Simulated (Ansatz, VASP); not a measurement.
# One calculation of Si, two programs

INCAR

```
SYSTEM = Si
PREC = Accurate ; ENCUT = 520
EDIFF = 1E-6 ; ISMEAR = -1
SIGMA = 0.1 ; LREAL = .FALSE.
LASPH = .TRUE. ; NELM = 80
ALGO = Normal ; ISIF = 2
LWAVE = .FALSE. ; LCHARG = .FALSE.
GGA = CA ; NBANDS = 11
```

The input KPOINTS:

```
Automatic mesh
0
G
  13 13 13
  0 0 0
```

File POSCAR:

```
Si
1.0
    0.0000000000      2.0697102901      2.0697102901
    2.0697102901      0.0000000000      2.0697102901
    2.0697102901      2.0697102901      0.0000000000
Si
2
Direct
   -0.1250000000     -0.1250000000     -0.1250000000
    0.1250000000      0.1250000000      0.1250000000
```

Input for Ansatz:

```yaml
crystal:
  lattice:
    - [0.0, 2.0697102901, 2.0697102901]
    - [2.0697102901, 0.0, 2.0697102901]
    - [2.0697102901, 2.0697102901, 0.0]
  atoms:
    - { symbol: Si, position: [-0.125, -0.125, -0.125] }
    - { symbol: Si, position: [0.125, 0.125, 0.125] }
kpoints:
  mp_grid: { grid: [13, 13, 13] }
  band_path:
    path:
      - [0.0, 0.0, 0.0]
      - [0.5, 0.0, 0.5]
      - [0.625, 0.25, 0.625]
      - [0.375, 0.375, 0.75]
      - [0.0, 0.0, 0.0]
      - [0.5, 0.5, 0.5]
      - [0.5, 0.25, 0.75]
      - [0.5, 0.0, 0.5]
    npoints: 8
scf:
  occupations: { method: fermi_dirac, width: 0.1 }
hamiltonian:
  xc: lda
  pseudopotentials: { kind: all_electron, lapw: { basis_error: 0.001 } }
output:
  forces: true
  stress: true
  eigenvalues: true
  populations: true
  dos: { projected: true, de: 0.2, e_range: [-14, 8] }
```

Change from the starting cell: volume scaled by 0.45, LAPW.

Alike in both runs: task single point; functional LDA; k mesh 13 × 13 × 13; occupations fermi-dirac, width 0.1 eV; no spin polarisation.

```csv
,VASP,Ansatz
version,VASP 6.6.1,Ansatz 0.2.0
potentials or method,"VASP PAW LDA potentials, release 64 (Si), cutoff 520 eV","all-electron LAPW, scalar-relativistic"
```

```tsv
	VASP	Ansatz	Ansatz less VASP
pressure (GPa)	348.7	346.6	-2.10
```

LDA's correlation is that of Perdew and Zunger in VASP and of Perdew and Wang (1992) in Ansatz. Both programs put the cell under a high pressure, so it lies far from rest at this level. Ansatz ran all-electron here, and VASP with PAW potentials.

Noted on VASP's run: the cell as given lies far from equilibrium.
